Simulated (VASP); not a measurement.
# La (Fm-3m) in VASP: notebook

The runs below take La through single point, relaxation of cell and atoms, with PBEsol+D4.

Program: VASP 6.6.1. These are calculated values, not measurements. Logs are shortened: lines on timing, memory, paths and dates and some standing lists are left out, and cuts for length are marked.

## (1) The cell of the first run

Symmetry: Fm-3m, No. 225, cubic system. Conventional cell: a = 5.078 Å, b = 5.078 Å, c = 5.078 Å, α = 90.00°, β = 90.00°, γ = 90.00°. La (site symmetry m-3m) has 12 La at 3.59 Å within 4.7 Å.

This isn't the form of La at room conditions, which is double hcp.

## (2) Single point, PBEsol+D4, non-collinear spin, typed start, spin-orbit coupling

The input, INCAR:

```
SYSTEM = La
PREC     = Accurate       ! precision mode
ENCUT    = 520            ! plane-wave cutoff, eV
EDIFF    = 1E-6           ! SCF threshold, eV
ISMEAR   = -1             ! smearing method
SIGMA    = 0.1            ! smearing width, eV
LREAL    = .False.        ! projectors in reciprocal space
LASPH    = .True.         ! aspherical terms in the spheres
NELM     = 150            ! most SCF steps
ALGO     = Normal         ! electronic algorithm
ISIF     = 2              ! what is computed and relaxed
LWAVE    = .False.        ! write WAVECAR
LCHARG   = .False.        ! write CHGCAR
LNONCOLLINEAR= .True.         ! non-collinear magnetism
MAGMOM   = 0.238 0.308 0.389 ! initial moments
LORBIT   = 11             ! projections on sites
LSORBIT  = .True.         ! spin-orbit coupling
GGA_COMPAT= .False.      
LORBMOM  = .True.       
LMAXMIX  = 6              ! l up to which the mixer works
GGA      = PS             ! functional
IVDW     = 13             ! dispersion correction
NBANDS   = 22             ! bands
```

The input, KPOINTS:

```
regular mesh
0
Gamma
  7 7 7
  0 0 0
```

The input, POSCAR:

```
La
1.0
    0.0000001813      2.5391265083      2.5391263725
    2.5391264583      0.0000002277      2.5391263261
    2.5391263506      2.5391263542      0.0000003354
La
1
Direct
    0.0000000000      0.0000000000      0.0000000000
```

Potentials or basis: VASP PAW PBE potentials, release 64 (La).

The run is started by

```
> cat potpaw_PBE.64/La/POTCAR > POTCAR
> mpirun -np 1 vasp_ncl > vasp.out
```

OUTCAR:

```text
SYSTEM = La
   PREC = Accurate
   ENCUT = 520
   EDIFF = 1E-6
   ISMEAR = -1
   LREAL = .False.
   LASPH = .True.
   NELM = 150
   ISIF = 2
   LNONCOLLINEAR = .True.
   LORBIT = 11
   LSORBIT = .True.
   GGA = PS
   IVDW = 13

 ion  position               nearest neighbor table
   1  0.000  0.000  0.000-

  LATTYP: Found a face centered cubic cell.
 ALAT       =     5.0782527844

  Lattice vectors:

 A1 = (   0.0000001813,   2.5391265083,   2.5391263725)
 A2 = (   2.5391264583,   0.0000002277,   2.5391263261)
 A3 = (   2.5391263506,   2.5391263542,   0.0000003354)

Analysis of symmetry for initial positions (statically):
=====================================================================
 Subroutine PRICEL returns:
 Original cell was already a primitive cell.

 Routine SETGRP: Setting up the symmetry group for a
 face centered cubic supercell.

 Subroutine GETGRP returns: Found 48 space group operations
 (whereof 48 operations were pure point group operations)
 out of a pool of 48 trial point group operations.

The static configuration has the point symmetry O_h .

Analysis of symmetry for dynamics (positions and initial velocities):
=====================================================================
 Subroutine PRICEL returns:
 Original cell was already a primitive cell.

 Routine SETGRP: Setting up the symmetry group for a
 face centered cubic supercell.

 Subroutine GETGRP returns: Found 48 space group operations
 (whereof 48 operations were pure point group operations)
 out of a pool of 48 trial point group operations.

The dynamic configuration has the point symmetry O_h .

Analysis of structural, dynamic, and magnetic symmetry:
=====================================================================
 Subroutine PRICEL returns:
 Original cell was already a primitive cell.

 Routine SETGRP: Setting up the symmetry group for a
 face centered cubic supercell.

 Subroutine GETGRP returns: Found  2 space group operations
 (whereof  2 operations were pure point group operations)
 out of a pool of 48 trial point group operations.

The overall configuration has the point symmetry S_2 .

 Subroutine INISYM returns: Found  2 space group operations
 (whereof  2 operations are pure point group operations),
 and found     1 'primitive' translations

----------------------------------------------------------------------------------------

                                     Primitive cell

  volume of cell :      32.7403

  direct lattice vectors                    reciprocal lattice vectors
     0.000000181  2.539126508  2.539126373    -0.196918142  0.196918116  0.196918134
     2.539126458  0.000000228  2.539126326     0.196918119 -0.196918145  0.196918142
     2.539126351  2.539126354  0.000000335     0.196918136  0.196918139 -0.196918164

  length of vectors
     3.590867049  3.590866980  3.590866924     0.341072207  0.341072216  0.341072235

  position of ions in fractional coordinates (direct lattice)
     0.000000000  0.000000000  0.000000000

  ion indices of the primitive-cell ions
   primitive index   ion index
                 1           1

----------------------------------------------------------------------------------------

 KPOINTS: regular mesh

Automatic generation of k-mesh.
 Grid dimensions read from file:
 generate k-points for:    7    7    7

 Generating k-lattice:

  Cartesian coordinates                     Fractional coordinates (reciprocal lattice)
    -0.028131163  0.028131159  0.028131162     0.142857143  0.000000000  0.000000000
     0.028131160 -0.028131164  0.028131163    -0.000000000  0.142857143 -0.000000000
     0.028131162  0.028131163 -0.028131166    -0.000000000 -0.000000000  0.142857143

  Length of vectors
[... 54 lines left out ...]
   NELM   =    150;   NELMIN=  2; NELMDL= -5     # of ELM steps
   EDIFF  = 0.1E-05   stopping-criterion for ELM
   LREAL  =      F    real-space projection
   EDIFFG = 0.1E-04   stopping-criterion for IOM
   NSW    =      0    number of steps for IOM
   IBRION =     -1    ionic relax: 0-MD 1-quasi-New 2-CG
   NFREE  =      0    steps in history (QN), initial steepest desc. (CG)
   ISIF   =      2    stress and relaxation
   ISYM   =      2    0-nonsym 1-usesym 2-fastsym
   POTIM  = 0.5000    time-step for ionic-motion
   TEBEG  =    0.0;   TEEND  =   0.0 temperature during run
   PSTRESS=    0.0 pullay stress
   NELECT =      11.0000    total number of electrons
   NUPDOWN=      -1.0000    fix difference up-down
   EMIN   =  10.00;   EMAX   =-10.00  energy-range for DOS
   EFERMI =   0.00;   METHOD = LEGACY
   ISMEAR =    -1;   SIGMA  =   0.10  broadening in eV -4-tet -1-fermi 0-gaus
   EFERMI_NEDOS =   21; number of points for ismear=-14 and -15
   IALGO  =     38    algorithm
   IMIX   =      4    mixing-type and parameters
     AMIX     =   0.40;   BMIX     =  1.00
     AMIX_MAG =   1.60;   BMIX_MAG =  1.00
  volume/ion in A,a.u.               =      32.74       220.94
  Fermi-wavevector in a.u.,A,eV,Ry     =   1.138094  2.150686 17.623051  1.295258
  Thomas-Fermi vector in A             =   2.274799
   LORBIT       =     11    0 simple, 1 ext, 2 COOP (PROOUT), +10 PAW based schemes
   GGA     = PS    functional components
   LHFCALC =     F    Hartree Fock is set to
   AEXX    =    0.0000 exact exchange contribution
   IVDW    =    13    specifies the selected vdW correction
   LEPSILON=     F    determine dielectric tensor
   LRPA    =     F    only Hartree local field effects (RPA)
  energy-cutoff  :      520.00
  volume of cell :       32.74
 maximum number of plane-waves:      1798
   NGX = 13   NGY = 13   NGZ = 13

 number of electron      11.0000000 magnetization      -0.0037818     -0.0053142     -0.0065742

 number of electron      11.0000000 magnetization       0.0013681      0.0010729      0.0012324

 number of electron      11.0000000 magnetization       0.0002293     -0.0000781     -0.0001651

 Free energy of the ion-electron system (eV)
  ---------------------------------------------------
  ext. energy  EPLUGINS =         0.00000000
  ---------------------------------------------------
  free energy    TOTEN  =        -5.69260116 eV

  energy without entropy =       -5.64761765  energy(sigma->0) =       -5.67010940

 E-fermi :   8.9591     XC(G=0): -10.2129

 val. band max:        8.9150345289   @ k =   0.1429   0.2857   0.2857
 cond. band min:       8.9856602636   @ k =   0.2857  -0.4286  -0.4286
 fundamental gap:      0.0706257348
 Fermi energy:         8.9590932534

 k-point     1 :       0.0000    0.0000    0.0000
  band No.  band energies     occupation
      1     -23.7069      1.00000
      2     -23.7038      1.00000
      3      -8.0593      1.00000
      4      -8.0588      1.00000
      5      -5.5371      1.00000
      6      -5.5365      1.00000
[... 589 lines left out ...]
     21      11.2601      0.00000
     22      11.2633      0.00000

 [... further k-points ...]

------------------------ aborting loop because EDIFF is reached ----------------------------------------

  DFT-D4 for vdW energy calculation

  Edisp (eV):   -0.19482

  FORCE on cell =-STRESS in cart. coord.  units (eV):
  Direction    XX          YY          ZZ          XY          YZ          ZX
  --------------------------------------------------------------------------------------
  -------------------------------------------------------------------------------------
  Total      -0.01352    -0.01352    -0.01354    -0.00000    -0.00001     0.00000
  in kB      -0.66155    -0.66153    -0.66236    -0.00020    -0.00039     0.00009
  external pressure =       -0.66 kB  Pullay stress =        0.00 kB

 VOLUME and BASIS-vectors are now :
 -----------------------------------------------------------------------------
  energy-cutoff  :      520.00
  volume of cell :       32.74
      direct lattice vectors                 reciprocal lattice vectors
     0.000000181  2.539126508  2.539126373    -0.196918142  0.196918116  0.196918134
     2.539126458  0.000000228  2.539126326     0.196918119 -0.196918145  0.196918142
     2.539126351  2.539126354  0.000000335     0.196918136  0.196918139 -0.196918164

 POSITION                                       TOTAL-FORCE (eV/Angst)
 -----------------------------------------------------------------------------------
      0.00000      0.00000      0.00000         0.000000      0.000000     -0.000000
 -----------------------------------------------------------------------------------
    total drift:                                0.000000      0.000000      0.000000

  FREE ENERGIE OF THE ION-ELECTRON SYSTEM (eV)
  ---------------------------------------------------
  free  energy   TOTEN  =        -5.8874249974 eV

  energy  without entropy=       -5.8424414960  energy(sigma->0) =       -5.86493325

 orbital moment (x)

 # of ion     p       d       f       tot
 ------------------------------------------------
  1        -0.000   0.000  -0.000  -0.000
 ------------------------------------------------
           -0.000   0.000  -0.000  -0.000

 orbital moment (y)

 # of ion     p       d       f       tot
 ------------------------------------------------
  1        -0.000   0.000  -0.000  -0.000
 ------------------------------------------------
           -0.000   0.000  -0.000  -0.000

 orbital moment (z)

 # of ion     p       d       f       tot
 ------------------------------------------------
  1         0.000   0.000  -0.000   0.000
 ------------------------------------------------
            0.000   0.000  -0.000   0.000

 Spin-Orbit-Coupling matrix elements

 Ion:    1  E_soc:     -0.6049309
 l=   1
     0.0000000    -0.0995980    -0.0995980
    -0.0995980     0.0000000    -0.0995980
    -0.0995980    -0.0995980     0.0000000
 l=   2
     0.0000000    -0.0001590     0.0000000    -0.0001590    -0.0009402
    -0.0001590     0.0000000    -0.0007051    -0.0001590    -0.0002350
     0.0000000    -0.0007051     0.0000000    -0.0007051     0.0000000
    -0.0001590    -0.0001590    -0.0007051     0.0000000    -0.0002350
    -0.0009402    -0.0002350     0.0000000    -0.0002350     0.0000000
 l=   3
     0.0000000    -0.0000173     0.0000000     0.0000000     0.0000000    -0.0000112    -0.0000732
    -0.0000173     0.0000000    -0.0000288     0.0000000    -0.0000288    -0.0000461    -0.0000173
     0.0000000    -0.0000288     0.0000000    -0.0000509    -0.0000054    -0.0000164     0.0000000
     0.0000000     0.0000000    -0.0000509     0.0000000    -0.0000509     0.0000000     0.0000000
     0.0000000    -0.0000288    -0.0000054    -0.0000509     0.0000000    -0.0000164     0.0000000
    -0.0000112    -0.0000461    -0.0000164     0.0000000    -0.0000164     0.0000000    -0.0000112
    -0.0000732    -0.0000173     0.0000000     0.0000000     0.0000000    -0.0000112     0.0000000

 total charge

# of ion       s       p       d       f       tot
--------------------------------------------------
    1        2.103   5.512   0.992   0.108   8.715

 magnetization (x)

# of ion       s       p       d       f       tot
--------------------------------------------------
    1        0.001  -0.000  -0.000   0.000   0.000

 magnetization (y)

# of ion       s       p       d       f       tot
--------------------------------------------------
    1        0.000  -0.000  -0.000   0.000   0.000

 magnetization (z)

# of ion       s       p       d       f       tot
--------------------------------------------------
    1        0.000   0.000  -0.000  -0.000  -0.000
```

Wall time 6.1 min (1 thread of Intel Xeon Platinum 8488C (Sapphire Rapids), shared host); peak memory 0.38 GiB.

What came out:

```yaml
Free_energy: -5.8874 eV
Pressure: -0.1 GPa
Net_moment: 0.00 μB per cell
Valence_electrons_inside_the_program's_atomic_spheres: La 8.71
Dispersion_energy_per_atom: -0.195 eV
```

Moments on the atoms (μB; x, y, z):
```
La  0.00 0.00 0.00
```

Caveat: the PAW data sets were made with another functional, which shifts forces and pressure a little.

## (3) Relaxation of cell and atoms, PBEsol+D4, non-collinear spin, typed start, spin-orbit coupling

This run uses another cell than the first one, of 37.03 Å³/atom.

The input, INCAR:

```
SYSTEM = La
PREC = Accurate ; ENCUT = 600
EDIFF = 1E-6 ; ISMEAR = -1
SIGMA = 0.1 ; LREAL = .FALSE.
LASPH = .TRUE. ; NELM = 150
ALGO = Normal ; ISIF = 3
LWAVE = .FALSE. ; LCHARG = .FALSE.
MAGMOM = 0.238 0.308 0.389 ; LORBIT = 11
LSORBIT = .TRUE. ; GGA_COMPAT = .FALSE.
LORBMOM = .TRUE. ; LMAXMIX = 6
GGA = PS ; IVDW = 13
IBRION = 2 ; NSW = 80
EDIFFG = -0.02
```

The input, KPOINTS:

```
regular mesh
0
G
  7 7 7
  0 0 0
```

The input, POSCAR:

```
La
1.0
    0.0000000000      2.6455000000      2.6455000000
    2.6455000000      0.0000000000      2.6455000000
    2.6455000000      2.6455000000      0.0000000000
La
1
Direct
    0.0000000000      0.0000000000      0.0000000000
```

Potentials or basis: VASP PAW PBE potentials, release 64 (La).

The run is started by

```
> cat potpaw_PBE.64/La/POTCAR > POTCAR
> mpirun -np 1 vasp_ncl > vasp.out
```

Run time: 18 min. Hardware: 1 thread of Intel Xeon Platinum 8488C (Sapphire Rapids), shared host; peak memory 0.46 GiB.

It converged, with:

```yaml
Free_energy: -5.8877 eV
Relaxed_volume: 32.73 Å³/atom
Relaxed_cell: a = 3.590 Å, b = 3.590 Å, c = 3.590 Å, α = 60.00°, β = 60.00°, γ = 60.00°
Space_group_after_relaxing_to_0.1_Å: Fm-3m (No. 225)
Energy_gained_by_relaxing: 46.7 meV/atom
Ionic_steps: 3
Pressure_after_relaxing: -0.1 GPa
Net_moment: 0.00 μB per cell
Valence_electrons_inside_the_program's_atomic_spheres: La 8.71
Dispersion_energy_per_atom: -0.195 eV
```

Step by step:
```
step  energy change (eV)  largest force (eV/Å)  pressure (GPa)  volume (Å³)
   1              0.0000                0.0000           -3.12        37.03
   2             -0.0455                0.0000           -0.55        33.30
   3             -0.0467                0.0000           -0.06        32.73
```

Final structure:
```xyz
1
Lattice="0.0000 2.5389 2.5389 2.5389 0.0000 2.5389 2.5389 2.5389 0.0000" Properties=species:S:1:pos:R:3 pbc="T T T"
La    0.0000    0.0000    0.0000
```

Moments on the atoms (μB; x, y, z):
```
La  0.00 0.00 0.00
```

Caveat: the PAW data sets were made with another functional, which shifts forces and pressure a little.
